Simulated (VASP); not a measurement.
# KF (Carobbiite) (Fm-3m) in VASP: notebook

Runs on KF (Carobbiite). Level: PBEsol. Tasks: single point.

All numbers are computed with VASP 6.6.1; they aren't measurements. Logs are shortened: lines on timing, memory, paths and dates and some standing lists are left out, and cuts for length are marked.

### Step 1. The cell of the first run

The structure is cubic, space group Fm-3m (No. 225). Conventional cell: a = 4.700 Å, b = 4.700 Å, c = 4.700 Å, α = 90.00°, β = 90.00°, γ = 90.00°. Within 3.1 Å of K (site symmetry m-3m) lie 6 F at 2.35 Å. F (site symmetry m-3m) has 6 K at 2.35 Å within 3.1 Å.

### Step 2. Single point, PBEsol

Input file INCAR:

```
SYSTEM = KF
PREC = Accurate
ENCUT = 520
EDIFF = 1E-6
ISMEAR = -1
SIGMA = 0.05
LREAL = .False.
LASPH = .True.
NELM = 100
ALGO = Normal
ISIF = 2
LWAVE = .False.
LCHARG = .False.
GGA = PS
NBANDS = 15
```

Input file KPOINTS:

```
Automatic mesh
0
Gamma
  9 9 9
  0 0 0
```

Input file POSCAR:

```
KF
1.0
    0.0000000000      2.3501684551      2.3501684551
    2.3501684551      0.0000000000      2.3501684551
    2.3501684551      2.3501684551      0.0000000000
K F
1 1
Direct
    0.0000000000      0.0000000000      0.0000000000
    0.5000000000      0.5000000000      0.5000000000
```

Potentials or basis: VASP PAW PBE potentials, release 64 (K_sv, F).

Command:

```console
> cat potpaw_PBE.64/K_sv/POTCAR potpaw_PBE.64/F/POTCAR > POTCAR
> mpirun -np 1 vasp_std > vasp.out
```

OUTCAR:

```text
SYSTEM = KF
   PREC = Accurate
   ENCUT = 520
   EDIFF = 1E-6
   ISMEAR = -1
   LREAL = .False.
   LASPH = .True.
   NELM = 100
   ISIF = 2
   GGA = PS

 ion  position               nearest neighbor table
   1  0.000  0.000  0.000-   2 2.35   2 2.35   2 2.35   2 2.35   2 2.35   2 2.35
   2  0.500  0.500  0.500-   1 2.35   1 2.35   1 2.35   1 2.35   1 2.35   1 2.35

  LATTYP: Found a face centered cubic cell.
 ALAT       =     4.7003369102

  Lattice vectors:

 A1 = (   0.0000000000,   2.3501684551,   2.3501684551)
 A2 = (   2.3501684551,   0.0000000000,   2.3501684551)
 A3 = (   2.3501684551,   2.3501684551,   0.0000000000)

Analysis of symmetry for initial positions (statically):
=====================================================================
 Subroutine PRICEL returns:
 Original cell was already a primitive cell.

 Routine SETGRP: Setting up the symmetry group for a
 face centered cubic supercell.

 Subroutine GETGRP returns: Found 48 space group operations
[... 9 lines left out ...]

 Routine SETGRP: Setting up the symmetry group for a
 face centered cubic supercell.

 Subroutine GETGRP returns: Found 48 space group operations
[... 11 lines left out ...]
                                     Primitive cell

  volume of cell :      25.9613

  direct lattice vectors                    reciprocal lattice vectors
     0.000000000  2.350168455  2.350168455    -0.212750707  0.212750707  0.212750707
     2.350168455  0.000000000  2.350168455     0.212750707 -0.212750707  0.212750707
     2.350168455  2.350168455  0.000000000     0.212750707  0.212750707 -0.212750707

  length of vectors
     3.323640103  3.323640103  3.323640103     0.368495034  0.368495034  0.368495034

  position of ions in fractional coordinates (direct lattice)
     0.000000000  0.000000000  0.000000000
     0.500000000  0.500000000  0.500000000

  ion indices of the primitive-cell ions
   primitive index   ion index
                 1           1
                 2           2

----------------------------------------------------------------------------------------

 KPOINTS: Automatic mesh

Automatic generation of k-mesh.
 Grid dimensions read from file:
 generate k-points for:    9    9    9

 Generating k-lattice:

  Cartesian coordinates                     Fractional coordinates (reciprocal lattice)
    -0.023638967  0.023638967  0.023638967     0.111111111  0.000000000  0.000000000
     0.023638967 -0.023638967  0.023638967     0.000000000  0.111111111  0.000000000
[... 61 lines left out ...]
   NSW    =      0    number of steps for IOM
   IBRION =     -1    ionic relax: 0-MD 1-quasi-New 2-CG
   NFREE  =      0    steps in history (QN), initial steepest desc. (CG)
   ISIF   =      2    stress and relaxation
   ISYM   =      2    0-nonsym 1-usesym 2-fastsym
   POTIM  = 0.5000    time-step for ionic-motion
   TEBEG  =    0.0;   TEEND  =   0.0 temperature during run
   PSTRESS=    0.0 pullay stress
   NELECT =      16.0000    total number of electrons
   NUPDOWN=      -1.0000    fix difference up-down
   EMIN   =  10.00;   EMAX   =-10.00  energy-range for DOS
   EFERMI =   0.00;   METHOD = LEGACY
   ISMEAR =    -1;   SIGMA  =   0.05  broadening in eV -4-tet -1-fermi 0-gaus
   EFERMI_NEDOS =   21; number of points for ismear=-14 and -15
   IALGO  =     38    algorithm
   IMIX   =      4    mixing-type and parameters
     AMIX     =   0.40;   BMIX     =  1.00
     AMIX_MAG =   1.60;   BMIX_MAG =  1.00
  volume/ion in A,a.u.               =      12.98        87.60
  Fermi-wavevector in a.u.,A,eV,Ry     =   1.393176  2.632720 26.408065  1.940938
  Thomas-Fermi vector in A             =   2.516847
   LORBIT       =      0    0 simple, 1 ext, 2 COOP (PROOUT), +10 PAW based schemes
   GGA     = PS    functional components
   LHFCALC =     F    Hartree Fock is set to
   AEXX    =    0.0000 exact exchange contribution
   IVDW    =     0    specifies the selected vdW correction
   LEPSILON=     F    determine dielectric tensor
   LRPA    =     F    only Hartree local field effects (RPA)
 non-spin polarized calculation
  energy-cutoff  :      520.00
  volume of cell :       25.96
 maximum number of plane-waves:       725
 NGX is ok and might be reduce to    28
   NGX = 13   NGY = 13   NGZ = 13

 number of electron      15.9999996 magnetization

 Free energy of the ion-electron system (eV)
  ---------------------------------------------------
  ext. energy  EPLUGINS =         0.00000000
  ---------------------------------------------------
  free energy    TOTEN  =        -7.73294430 eV

  energy without entropy =       -7.73294430  energy(sigma->0) =       -7.73294430

 E-fermi :  -0.1197     XC(G=0): -10.6104

 val. band max:       -1.1565763787   @ k =  -0.4444   0.4444   0.0000
 cond. band min:       6.6027748144   @ k =   0.4444   0.4444   0.0000
 fundamental gap:      7.7593511931
 Fermi energy:        -0.1196570457

 k-point     1 :       0.0000    0.0000    0.0000
  band No.  band energies     occupation
      1     -26.8444      2.00000
      2     -20.0917      2.00000
      3      -9.5077      2.00000
      4      -9.5077      2.00000
      5      -9.5077      2.00000
      6      -1.4524      2.00000
      7      -1.4524      2.00000
      8      -1.4524      2.00000
      9       7.0188      0.00000
     10       9.9818      0.00000
     11       9.9818      0.00000
     12       9.9818      0.00000
     13      12.3036      0.00000
     14      12.3036      0.00000
[... 401 lines left out ...]
      2     -20.4654      2.00000
      3     -11.1981      2.00000
      4     -10.1792      2.00000
      5     -10.1792      2.00000
      6      -1.2906      2.00000
      7      -1.2906      2.00000
      8      -1.2501      2.00000
      9       6.6028      0.00000
     10      11.0095      0.00000
     11      13.5787      0.00000
     12      14.1275      0.00000
     13      15.0893      0.00000
     14      15.0893      0.00000
     15      19.6646      0.00000

 [... further k-points ...]
[... 5 lines left out ...]
  --------------------------------------------------------------------------------------
  -------------------------------------------------------------------------------------
  Total        5.0301139      5.0301139      5.0301139      0.0000000      0.0000000     -0.0000000
  in kB      310.4283878    310.4283878    310.4283878      0.0000000      0.0000000     -0.0000000
  external PRESSURE =     310.4283878 kB  Pullay stress =       0.0000000 kB

 VOLUME and BASIS-vectors are now :
 -----------------------------------------------------------------------------
  energy-cutoff  :      520.00
  volume of cell :       25.96
      direct lattice vectors                 reciprocal lattice vectors
     0.000000000  2.350168455  2.350168455    -0.212750707  0.212750707  0.212750707
     2.350168455  0.000000000  2.350168455     0.212750707 -0.212750707  0.212750707
     2.350168455  2.350168455  0.000000000     0.212750707  0.212750707 -0.212750707

 POSITION                                       TOTAL-FORCE (eV/Angst)
 -----------------------------------------------------------------------------------
      0.00000      0.00000      0.00000         0.000000      0.000000     -0.000000
      2.35017      2.35017      2.35017         0.000000      0.000000      0.000000
 -----------------------------------------------------------------------------------
    total drift:                                0.000000      0.000000      0.000000

  FREE ENERGIE OF THE ION-ELECTRON SYSTEM (eV)
  ---------------------------------------------------
  free  energy   TOTEN  =        -7.7329442960 eV

  energy  without entropy=       -7.7329442959  energy(sigma->0) =       -7.73294430
```

stdout:

```text
POSCAR found type information on POSCAR K F
 POSCAR found :  2 types and       2 ions
 scaLAPACK will be used
 -----------------------------------------------------------------------------
|                                                                             |
|                                                                             |
|     You enforced a specific xc type in the INCAR file but a different       |
|     I HOPE YOU KNOW WHAT YOU ARE DOING!                                     |
|                                                                             |
 -----------------------------------------------------------------------------

 LDA part: xc-table for (Slater+PW92), standard interpolation
 POSCAR, INCAR and KPOINTS ok, starting setup
 FFT: planning ... GRIDC
 FFT: planning ... GRID_SOFT
 FFT: planning ... GRID
 WAVECAR not read
 entering main loop
```

It took 8 s on 1 thread of Intel Xeon 6975P-C (Granite Rapids), shared host; peak memory 0.16 GiB.

What came out:

```yaml
Free_energy: -7.7329 eV
Pressure: 31.0 GPa
Band_gap_on_the_k_mesh: 7.76 eV, indirect (least direct gap 7.85 eV)
```

Caveat: the PAW data sets were made with another functional, which shifts forces and pressure a little. A k mesh can miss the band edges.

### Step 3. Single point, PBEsol

This run uses another cell than the first one, of 13.96 Å³/atom, 1.075 times its volume.

Input file INCAR:

```
SYSTEM = KF
PREC = Accurate ; ENCUT = 520
EDIFF = 1E-6 ; ISMEAR = -1
SIGMA = 0.05 ; LREAL = .False.
LASPH = .True. ; NELM = 80
ALGO = Normal ; ISIF = 2
LWAVE = .False. ; LCHARG = .False.
GGA = PS ; NBANDS = 15
```

KPOINTS is that of step 2.

Input file POSCAR:

```
KF
1.0
    0.0000000000      2.4078519232      2.4078519232
    2.4078519232      0.0000000000      2.4078519232
    2.4078519232      2.4078519232      0.0000000000
K F
1 1
Direct
    0.0000000000      0.0000000000      0.0000000000
    0.5000000000      0.5000000000      0.5000000000
```

Potentials or basis: VASP PAW PBE potentials, release 64 (K_sv, F).

Command:

```console
> cat potpaw_PBE.64/K_sv/POTCAR potpaw_PBE.64/F/POTCAR > POTCAR
> mpirun -np 1 vasp_std > vasp.out
```

It took 7.8 s on 1 thread of Intel Xeon 6975P-C (Granite Rapids), shared host; peak memory 0.16 GiB.

The run converged. Its results:

* Free energy: -8.0488 eV
* Pressure: 20.7 GPa
* Band gap on the k mesh: 7.78 eV, indirect (least direct gap 7.92 eV)

Levels at points of the mesh, in eV from the valence-band top:
```csv
k point,band 5,band 6,band 7,band 8,band 9,band 10,band 11,band 12
"(0.00, 0.00, 0.00)",-8.40,-0.14,-0.14,-0.14,7.78,11.18,11.18,11.18
```

Caveat: the PAW data sets were made with another functional, which shifts forces and pressure a little.
